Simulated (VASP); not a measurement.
Set up this calculation in VASP 6.6.1, as the native input.

```
Task                   : single point
Functional             : PBEsol
Potentials or basis    : VASP PAW PBE potentials, release 64 (Bi_d, Te)
Cutoff                 : 520 eV
k mesh                 : 7 × 7 × 7
Occupations            : fermi-dirac, width 0.05 eV
Spin                   : no spin polarisation
Dipole correction      : no
Further INCAR settings : ALGO = Normal; EDIFF = 1e-07; NBANDS = 32
```

The structure of Bi2Te3 (Tellurobismuthite) lies in POSCAR:

```
Bi2Te3
1.0
    2.2218585726      1.2827906449     10.2994407795
   -2.2218585726      1.2827906449     10.2994407795
    0.0000000000     -2.5655812900     10.2994407795
Bi Te
2 3
Direct
    0.6000000000      0.6000000000      0.6000000000
    0.4000000000      0.4000000000      0.4000000000
    0.7905000000      0.7905000000      0.7905000000
    0.2095000000      0.2095000000      0.2095000000
    0.0000000000      0.0000000000      0.0000000000
```

This cell differs from its parent crystal: volume scaled by 1.04.

The input as run:

INCAR

```
PREC = Accurate
ENCUT = 520
EDIFF = 1E-7
ISMEAR = -1
SIGMA = 0.05
LREAL = F
LASPH = T
NELM = 100
ALGO = Normal
ISIF = 2
LWAVE = F
LCHARG = F
GGA = PS
NBANDS = 32
```

KPOINTS

```
Automatic mesh
0
Gamma
  7 7 7
```

Potentials or basis: VASP PAW PBE potentials, release 64 (Bi_d, Te).

Run with:

```console
$ cat potpaw_PBE.64/Bi_d/POTCAR potpaw_PBE.64/Te/POTCAR > POTCAR
$ mpirun -np 1 vasp_std > vasp.out
```

Results of the run:

The pressure is -2.4 GPa. The largest force is 0.326 eV/Å and the band gap on the k mesh is 0.25 eV, direct.

Caveat: the PAW data sets were made with another functional, which shifts forces and pressure a little; spin-orbit coupling is left out, which moves the levels of the heavy elements.

Run time: 12 min on 1 thread of Intel(R) Xeon(R) Platinum 8488C (Sapphire Rapids) (shared host), peak memory 1 GiB.
